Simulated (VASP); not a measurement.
A run of VASP 6.6.1:

File INCAR:

```
ALGO = Normal ; EDIFF = 1E-7
ENCUT = 520 ; GGA = PE
ISIF = 2 ; ISMEAR = 0
LASPH = T ; LCHARG = F
LREAL = F ; LWAVE = F
NBANDS = 20 ; NELM = 60
PREC = Accurate ; SIGMA = 0.02
```

KPOINTS

```
k-points
0
Gamma
  8 8 4
```

The input POSCAR:

```
SnSe2
1.0
    3.8714502002      0.0031553544     -0.0027590948
    1.9330824148      3.3545967487      0.0257157392
    1.8704386055      0.6839131081      7.6158059108
Sn Se
1 2
Direct
    0.0000000000      0.0000000000      0.0000000000
    0.7443762526      0.7130634567      0.7905324951
    0.2556237474      0.2869365433      0.2094675049
```

Potentials or basis: VASP PAW PBE potentials, release 64 (Sn_d, Se).

Launch:

```sh
$ cat potpaw_PBE.64/Sn_d/POTCAR potpaw_PBE.64/Se/POTCAR > POTCAR
$ mpirun -np 1 vasp_std > vasp.out
```

Hardware: 1 thread of AMD EPYC 9R45 96-Core Processor (Zen 5), on a shared host.

Q: How long does it take, and how much memory?

A: Run time: 2.6 min on 1 thread of AMD EPYC 9R45 96-Core Processor (Zen 5), on a shared host, peak memory 0.37 GiB. Counts: scf iterations 15, k points 132.
